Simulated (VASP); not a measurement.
AlB2Sb3: single point with PBE

The system is AlB2Sb3.

```
Al B Sb
1.0
     4.05251    0.00000    0.00000
    -2.02625    3.50958    0.00000
     0.00000    0.00000    9.10020
Al B Sb
1 2 3
Direct
  0.00000 0.00000 0.00000
  0.33333 0.66667 0.00000
  0.00000 0.00000 0.50000
  0.00000 0.00000 0.76409
  0.00000 0.00000 0.23591
  0.66667 0.33333 0.00000
```

```yaml
Program: VASP 6.6.1
Task: single point
Functional: PBE
Potentials_or_basis: VASP PAW PBE potentials, release 64 (Al, B, Sb)
Cutoff: 520 eV
k_mesh: 6 × 6 × 2
Occupations: gaussian, width 0.1 eV
Spin: no spin polarisation
Dipole_correction: no
Further_INCAR_settings: ALGO = Normal; EDIFF = 1e-06; NBANDS = 21
```

```json
{
 "Pressure": "29.1 GPa",
 "Largest force": "10.521 eV/Å",
 "Band gap on the k mesh": "zero (band 12 reaches 6.76 eV, above the bottom of band 13 at 6.05 eV)"
}
```

Forces in eV/Å, atoms in the order of the input:
```
Al    0.000   0.000   0.000
B     0.000   0.000   0.000
B     0.000   0.000   0.000
Sb    0.000   0.000 -10.521
Sb    0.000   0.000  10.521
Sb    0.000   0.000   0.000
```

Stress tensor (GPa, compression positive):
```
25.03  0.00  0.00
 0.00 25.03  0.00
 0.00  0.00 37.13
```

Levels at points of the mesh, in eV from the Fermi level:
| k point | band 9 | band 10 | band 11 | band 12 | band 13 | band 14 | band 15 | band 16 |
| --- | --- | --- | --- | --- | --- | --- | --- | --- |
| (0.00, 0.00, 0.00) | -3.20 | -1.85 | -0.59 | 0.26 | 0.26 | 0.32 | 1.11 | 1.11 |
| (0.50, 0.00, 0.00) | -2.60 | -2.37 | -0.83 | 0.02 | 0.08 | 0.83 | 1.23 | 2.59 |
| (0.00, 0.00, 0.50) | -3.18 | -1.84 | -1.45 | -0.14 | -0.14 | 1.27 | 1.29 | 2.34 |
| (0.50, 0.00, 0.50) | -1.92 | -1.13 | -1.00 | -0.37 | -0.17 | 0.91 | 0.92 | 1.74 |

Run time: 59 s on 1 thread of Intel Xeon 6975P-C, with other jobs on the host, peak memory 0.25 GiB.

Caveat: spin-orbit coupling is left out, which moves the levels of the heavy elements; forces of over 1 eV/Å act on the atoms, so gaps and moduli don't describe the material at rest.
